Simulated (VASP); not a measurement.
Write the native input for VASP 6.6.1 that does the following.

* Task: single point
* Functional: PBEsol
* Potentials or basis: VASP PAW PBE potentials, release 64 (Bi_d)
* Cutoff: 520 eV
* k mesh: 6 × 6 × 4
* Occupations: gaussian, width 0.1 eV
* Spin: no spin polarisation
* Dipole correction: no
* Further INCAR settings: ALGO = Fast; EDIFF = 1e-07; NBANDS = 30

The structure of Bi lies in POSCAR:

```
Bi
1.0
    4.5215711732      0.0000000000      0.0000000000
   -2.2607855866      3.9157955010      0.0000000000
    0.0000000000      0.0000000000      5.6687006860
Bi
3
Direct
    0.3338521874      0.0000000000      0.3333333333
    0.0000000000      0.3338521874      0.6666666667
    0.6661478126      0.6661478126      0.0000000000
```

One way to write it, as run:

INCAR

```
ALGO     = Fast           # electronic algorithm
EDIFF    = 1E-7           # SCF threshold, eV
ENCUT    = 520            # plane-wave cutoff, eV
GGA      = PS             # functional
ISIF     = 2              # what is computed and relaxed
ISMEAR   = 0              # smearing method
LASPH    = True           # aspherical terms in the spheres
LCHARG   = True           # write CHGCAR
LELF     = True           # ELF
LREAL    = False          # projectors in reciprocal space
LVHAR    = True         
LWAVE    = False          # write WAVECAR
NBANDS   = 30             # bands
NELM     = 100            # most SCF steps
PREC     = Accurate       # precision mode
SIGMA    = 0.1            # smearing width, eV
```

KPOINTS

```
k-points
0
Gamma
  6 6 4
```

Potentials or basis: VASP PAW PBE potentials, release 64 (Bi_d).

Launch:

```sh
$ cat potpaw_PBE.64/Bi_d/POTCAR > POTCAR
$ mpirun -np 1 vasp_std > vasp.out
```

It gave:

| Quantity | Value |
| --- | --- |
| Pressure | -0.1 GPa |
| Largest force | 0.012 eV/Å |

Caveat: the PAW data sets were made with another functional, which shifts forces and pressure a little.

Run time: 71 s on 1 thread of AMD EPYC 9R45 96-Core Processor (Zen 5), on a shared host, peak memory 0.21 GiB.
